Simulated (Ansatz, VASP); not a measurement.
## One calculation of InAs, two programs

```xyz
2
Lattice="0.0000 3.0439 3.0439 3.0439 0.0000 3.0439 3.0439 3.0439 0.0000" Properties=species:S:1:pos:R:3 pbc="T T T"
In    0.0000    0.0000    0.0000
As    4.5658    4.5658    4.5658
```

Alike in both runs: functional PBEsol; k mesh 14 × 14 × 14; occupations fermi-dirac, width 0.08 eV; no spin polarisation.

Ansatz relaxed the structure, and its values are those at the end. VASP's run is a single point on that final structure, the one shown.

|  | VASP | Ansatz |
| --- | --- | --- |
| version | VASP 6.6.1 | Ansatz 0.2.0 |
| potentials or method | VASP PAW PBE potentials, release 64 (In_d, As) | PAW with Ansatz's default frozen-core files, scalar-relativistic |
| plane-wave cutoff (eV) | 520 | 420 |
| valence electrons in the cell | 18 | 28 |

```tsv
	VASP	Ansatz	Ansatz less VASP
pressure (GPa)	0.1	0.0	-0.08
```

VASP's potentials were made for PBE, not for PBEsol. VASP's potentials hold 18 valence electrons a cell and Ansatz's 28, so a difference there can come from the potentials and not from the codes.
